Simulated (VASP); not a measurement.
# Y5Sn4 (Pnma) in VASP: single point with PBE

Aim: the single point of Y5Sn4 with PBE.

All numbers are computed with VASP 6.6.1; they aren't measurements. Logs are shortened: lines on timing, memory, paths and dates and some standing lists are left out, and cuts for length are marked.

## 1. The cell of the first run

Symmetry: Pnma, No. 62, orthorhombic system. The conventional cell has a = 8.043 Å, b = 15.581 Å, c = 8.169 Å, α = 90.00°, β = 90.00°, γ = 90.00°. Within 4.0 Å of Y (site symmetry 1) lie 6 Sn at 3.05 to 3.25 Å and 5 Y at 3.58 to 4.00 Å. Y (site symmetry 1) has 7 Sn at 3.16 to 3.70 Å and 11 Y at 3.76 to 4.73 Å within 4.8 Å. Within 4.1 Å of Y (site symmetry m) lie 6 Sn at 3.09 to 3.26 Å and 8 Y at 3.58 to 3.83 Å. Within 4.0 Å of Sn (site symmetry 1) lie 8 Y at 3.05 to 3.70 Å and 1 Sn at 3.63 Å. Within 4.0 Å of Sn (site symmetry m) lie 1 Sn at 3.05 Å and 8 Y at 3.10 to 3.42 Å. Sn (site symmetry m) has 1 Sn at 3.05 Å and 8 Y at 3.09 to 3.43 Å within 4.0 Å.

## 2. Single point, PBE

The input, INCAR:

```
SYSTEM = Y5Sn4
PREC     = Accurate       ! precision mode
ENCUT    = 500            ! plane-wave cutoff, eV
EDIFF    = 1E-6           ! SCF threshold, eV
ISMEAR   = 0              ! smearing method
SIGMA    = 0.1            ! smearing width, eV
LREAL    = Auto         
LASPH    = .True.         ! aspherical terms in the spheres
NELM     = 120            ! most SCF steps
ALGO     = Normal         ! electronic algorithm
ISIF     = 2              ! what is computed and relaxed
LWAVE    = .False.        ! write WAVECAR
LCHARG   = .True.         ! write CHGCAR
GGA      = PE             ! functional
LVHAR    = .True.       
NBANDS   = 246            ! bands
GGA_COMPAT= .False.      
KPAR     = 2            
NCORE    = 2
```

The input, KPOINTS:

```
Automatic mesh
0
Gamma
  2 2 2
  0 0 0
```

The input, POSCAR:

```
Y5Sn4
1.0
    8.0432240000      0.0000000000      0.0000000000
    0.0000000000     15.5810370000      0.0000000000
    0.0000000000      0.0000000000      8.1691650000
Y Sn
20 16
Direct
    0.6331320000      0.6217030000      0.1641040000
    0.1331320000      0.8782970000      0.3358960000
    0.3668680000      0.1217030000      0.8358960000
    0.8668680000      0.3782970000      0.6641040000
    0.3668680000      0.3782970000      0.8358960000
    0.8668680000      0.1217030000      0.6641040000
    0.6331320000      0.8782970000      0.1641040000
    0.1331320000      0.6217030000      0.3358960000
    0.4768840000      0.5981490000      0.6797560000
    0.9768840000      0.9018510000      0.8202440000
    0.5231160000      0.0981490000      0.3202440000
    0.0231160000      0.4018510000      0.1797560000
    0.5231160000      0.4018510000      0.3202440000
    0.0231160000      0.0981490000      0.1797560000
    0.4768840000      0.9018510000      0.6797560000
    0.9768840000      0.5981490000      0.8202440000
    0.8020530000      0.7500000000      0.4972950000
    0.3020530000      0.7500000000      0.0027050000
    0.1979470000      0.2500000000      0.5027050000
    0.6979470000      0.2500000000      0.9972950000
    0.7082030000      0.4585210000      0.9666330000
    0.2082030000      0.0414790000      0.5333670000
    0.2917970000      0.9585210000      0.0333670000
    0.7917970000      0.5414790000      0.4666330000
    0.2917970000      0.5414790000      0.0333670000
    0.7917970000      0.9585210000      0.4666330000
    0.7082030000      0.0414790000      0.9666330000
    0.2082030000      0.4585210000      0.5333670000
    0.4352440000      0.7500000000      0.3796610000
    0.9352440000      0.7500000000      0.1203390000
    0.5647560000      0.2500000000      0.6203390000
    0.0647560000      0.2500000000      0.8796610000
    0.6698670000      0.7500000000      0.8528970000
    0.1698670000      0.7500000000      0.6471030000
    0.3301330000      0.2500000000      0.1471030000
    0.8301330000      0.2500000000      0.3528970000
```

Potentials or basis: VASP PAW PBE potentials, release 64 (Y_sv, Sn_d).

Launch:

```sh
$ cat potpaw_PBE.64/Y_sv/POTCAR potpaw_PBE.64/Sn_d/POTCAR > POTCAR
$ mpirun -np 4 vasp_std > vasp.out
```

OUTCAR:

```text
SYSTEM = Y5Sn4
   PREC = Accurate
   ENCUT = 500
   EDIFF = 1E-6
   ISMEAR = 0
   LREAL = Auto
   LASPH = .True.
   NELM = 120
   ISIF = 2
   GGA = PE

 ion  position               nearest neighbor table
   1  0.633  0.622  0.164-  24 3.05  21 3.07  29 3.10  30 3.17  25 3.20  33 3.25  18 3.58  17 3.64
                            13 3.76  16 3.96   7 4.00   9 4.17   8 4.26   8 4.26
   2  0.133  0.878  0.336-  23 3.05  22 3.07  30 3.10  29 3.17  26 3.20  34 3.25  17 3.58  18 3.64
                            14 3.76  15 3.96   8 4.00  10 4.17   7 4.26   7 4.26
   3  0.367  0.122  0.836-  22 3.05  23 3.07  31 3.10  32 3.17  27 3.20  35 3.25  20 3.58  19 3.64
                            15 3.76  14 3.96   5 4.00  11 4.17   6 4.26   6 4.26
   4  0.867  0.378  0.664-  21 3.05  24 3.07  32 3.10  31 3.17  28 3.20  36 3.25  19 3.58  20 3.64
                            16 3.76  13 3.96   6 4.00  12 4.17   5 4.26   5 4.26
   5  0.367  0.378  0.836-  28 3.05  25 3.07  31 3.10  32 3.17  21 3.20  35 3.25  20 3.58  19 3.64
                             9 3.76  12 3.96   3 4.00  13 4.17   4 4.26   4 4.26
   6  0.867  0.122  0.664-  27 3.05  26 3.07  32 3.10  31 3.17  22 3.20  36 3.25  19 3.58  20 3.64
                            10 3.76  11 3.96   4 4.00  14 4.17   3 4.26   3 4.26
   7  0.633  0.878  0.164-  26 3.05  27 3.07  29 3.10  30 3.17  23 3.20  33 3.25  18 3.58  17 3.64
                            11 3.76  10 3.96   1 4.00  15 4.17   2 4.26   2 4.26
   8  0.133  0.622  0.336-  25 3.05  28 3.07  30 3.10  29 3.17  24 3.20  34 3.25  17 3.58  18 3.64
                            12 3.76   9 3.96   2 4.00  16 4.17   1 4.26   1 4.26
   9  0.477  0.598  0.680-  33 3.16  24 3.20  28 3.29  25 3.37  29 3.42  34 3.43  21 3.70   5 3.76
[... 41 lines left out ...]
  30  0.935  0.750  0.120-  33 3.05  18 3.10   2 3.10   8 3.10   7 3.17   1 3.17  17 3.26  16 3.42
                            10 3.42
  31  0.565  0.250  0.620-  36 3.05  19 3.10   3 3.10   5 3.10   4 3.17   6 3.17  20 3.26  13 3.42
                            11 3.42
  32  0.065  0.250  0.880-  35 3.05  20 3.10   4 3.10   6 3.10   5 3.17   3 3.17  19 3.26  14 3.42
                            12 3.42
  33  0.670  0.750  0.853-  30 3.05  17 3.09   9 3.16  15 3.16  18 3.20   7 3.25   1 3.25  16 3.43
                            10 3.43
  34  0.170  0.750  0.647-  29 3.05  18 3.09  10 3.16  16 3.16  17 3.20   8 3.25   2 3.25   9 3.43
                            15 3.43
  35  0.330  0.250  0.147-  32 3.05  19 3.09  11 3.16  13 3.16  20 3.20   5 3.25   3 3.25  14 3.43
                            12 3.43
  36  0.830  0.250  0.353-  31 3.05  20 3.09  12 3.16  14 3.16  19 3.20   6 3.25   4 3.25  11 3.43
                            13 3.43

  LATTYP: Found a simple orthorhombic cell.
 ALAT       =     8.0432240000
 B/A-ratio  =     1.0156580247
 C/A-ratio  =     1.9371631326

  Lattice vectors:

 A1 = (  -8.0432240000,   0.0000000000,   0.0000000000)
 A2 = (   0.0000000000,   0.0000000000,   8.1691650000)
 A3 = (   0.0000000000,  15.5810370000,   0.0000000000)

Analysis of symmetry for initial positions (statically):
[... 194 lines left out ...]
   EFERMI_NEDOS =   21; number of points for ismear=-14 and -15
   IALGO  =     38    algorithm
   IMIX   =      4    mixing-type and parameters
     AMIX     =   0.40;   BMIX     =  1.00
     AMIX_MAG =   1.60;   BMIX_MAG =  1.00
  volume/ion in A,a.u.               =      28.44       191.91
  Fermi-wavevector in a.u.,A,eV,Ry     =   1.239180  2.341711 20.892661  1.535567
  Thomas-Fermi vector in A             =   2.373674
   LORBIT       =      0    0 simple, 1 ext, 2 COOP (PROOUT), +10 PAW based schemes
   GGA     = PE    functional components
   LHFCALC =     F    Hartree Fock is set to
   AEXX    =    0.0000 exact exchange contribution
   IVDW    =     0    specifies the selected vdW correction
   LEPSILON=     F    determine dielectric tensor
   LRPA    =     F    only Hartree local field effects (RPA)
 non-spin polarized calculation
 Gauss-broadening in eV      SIGMA  =   0.10
  energy-cutoff  :      500.00
  volume of cell :     1023.77
 maximum number of plane-waves:     26010
 NGX is ok and might be reduce to    60
   NGX = 29   NGY = 57   NGZ = 29

 number of electron     443.9999987 magnetization

 Free energy of the ion-electron system (eV)
  ---------------------------------------------------
  ext. energy  EPLUGINS =         0.00000000
  ---------------------------------------------------
  free energy    TOTEN  =      -219.02340223 eV

  energy without entropy =     -218.96071996  energy(sigma->0) =     -218.99206110

 E-fermi :   5.2923     XC(G=0): -10.0147

 val. band max:        5.2806668067   @ k =   0.5000   0.0000   0.0000
 cond. band min:       5.3746410862   @ k =   0.5000   0.5000   0.0000
 fundamental gap:      0.0939742795
 Fermi energy:         5.2923462753

 k-point     1 :       0.0000    0.0000    0.0000
  band No.  band energies     occupation
      1     -37.8076      2.00000
      2     -37.8073      2.00000
      3     -37.8065      2.00000
      4     -37.8062      2.00000
      5     -37.8048      2.00000
      6     -37.8046      2.00000
[... 1885 lines left out ...]
    233       6.2293      0.00000
    234       6.2293      0.00000
 [bands above 234 left out]

------------------------ aborting loop because EDIFF is reached ----------------------------------------

  FORCE on cell =-STRESS in cart. coord.  units (eV):
  Direction    XX          YY          ZZ          XY          YZ          ZX
  --------------------------------------------------------------------------------------
  -------------------------------------------------------------------------------------
  Total       -0.0327721     -3.1701925     -0.5853094      0.0000000      0.0000000      0.0000000
  in kB       -0.0512873     -4.9612605     -0.9159924      0.0000000      0.0000000      0.0000000
  external PRESSURE =      -1.9761801 kB  Pullay stress =       0.0000000 kB

 VOLUME and BASIS-vectors are now :
 -----------------------------------------------------------------------------
  energy-cutoff  :      500.00
  volume of cell :     1023.77
      direct lattice vectors                 reciprocal lattice vectors
     8.043224000  0.000000000  0.000000000     0.124328254  0.000000000  0.000000000
     0.000000000 15.581037000  0.000000000     0.000000000  0.064180581  0.000000000
     0.000000000  0.000000000  8.169165000     0.000000000  0.000000000  0.122411532

 POSITION                                       TOTAL-FORCE (eV/Angst)
 -----------------------------------------------------------------------------------
      5.09242      9.68678      1.34059        -0.027004      0.069041     -0.037703
      1.07081     13.68478      2.74399        -0.027004     -0.069041      0.037703
      2.95080      1.89626      6.82857         0.027004      0.069041      0.037703
      6.97241      5.89426      5.42518         0.027004     -0.069041     -0.037703
      2.95080      5.89426      6.82857         0.027004     -0.069041      0.037703
      6.97241      1.89626      5.42518         0.027004      0.069041     -0.037703
[... 28 lines left out ...]
      2.65533      3.89526      1.20171         0.100841      0.000000      0.023635
      6.67695      3.89526      2.88287         0.100841      0.000000     -0.023635
 -----------------------------------------------------------------------------------
    total drift:                                0.000000      0.000000      0.000000

  FREE ENERGIE OF THE ION-ELECTRON SYSTEM (eV)
  ---------------------------------------------------
  free  energy   TOTEN  =      -219.0234022253 eV

  energy  without entropy=     -218.9607199649  energy(sigma->0) =     -218.99206110
```

stdout:

```text
POSCAR found type information on POSCAR Y Sn
 POSCAR found :  2 types and      36 ions
 scaLAPACK will be used
 LDA part: xc-table for (Slater+PW92), standard interpolation
 POSCAR, INCAR and KPOINTS ok, starting setup
 FFT: planning ... GRIDC
 FFT: planning ... GRID_SOFT
 FFT: planning ... GRID
 WAVECAR not read
 entering main loop
```

It took 11 min on 4 MPI ranks of Intel Xeon 6975P-C (Granite Rapids), shared host; peak memory 0.89 GiB.

Results:

- Free energy: -219.0234 eV
- Pressure: -0.2 GPa
- Largest force: 0.104 eV/Å
- Band gap on the k mesh: zero (bands 222 and 223 overlap by 0.54 eV)

Forces on the atoms (eV/Å):
```
Y   -0.027  0.069 -0.038
Y   -0.027 -0.069  0.038
Y    0.027  0.069  0.038
Y    0.027 -0.069 -0.038
Y    0.027 -0.069  0.038
Y    0.027  0.069 -0.038
Y   -0.027 -0.069 -0.038
Y   -0.027  0.069  0.038
Y    0.014  0.025 -0.026
Y    0.014 -0.025  0.026
Y   -0.014  0.025  0.026
Y   -0.014 -0.025 -0.026
Y   -0.014 -0.025  0.026
Y   -0.014  0.025 -0.026
Y    0.014 -0.025 -0.026
Y    0.014  0.025  0.026
Y   -0.028  0.000  0.019
Y   -0.028  0.000 -0.019
Y    0.028  0.000 -0.019
Y    0.028  0.000  0.019
Sn  -0.015 -0.003 -0.030
Sn  -0.015  0.003  0.030
Sn   0.015 -0.003  0.030
Sn   0.015  0.003 -0.030
Sn   0.015  0.003  0.030
Sn   0.015 -0.003 -0.030
Sn  -0.015  0.003 -0.030
Sn  -0.015 -0.003  0.030
Sn   0.054  0.000  0.015
Sn   0.054  0.000 -0.015
Sn  -0.054  0.000 -0.015
Sn  -0.054  0.000  0.015
Sn  -0.101  0.000 -0.024
Sn  -0.101  0.000  0.024
Sn   0.101  0.000  0.024
Sn   0.101  0.000 -0.024
```

Stress tensor (GPa, compression positive):
```
-0.01  0.00  0.00
 0.00 -0.50  0.00
 0.00  0.00 -0.09
```

Caveat: the k points lie up to 0.39 Å⁻¹ apart, too coarse for converged energies and pressures of a metal; spin-orbit coupling is left out, which moves the levels of the heavy elements.
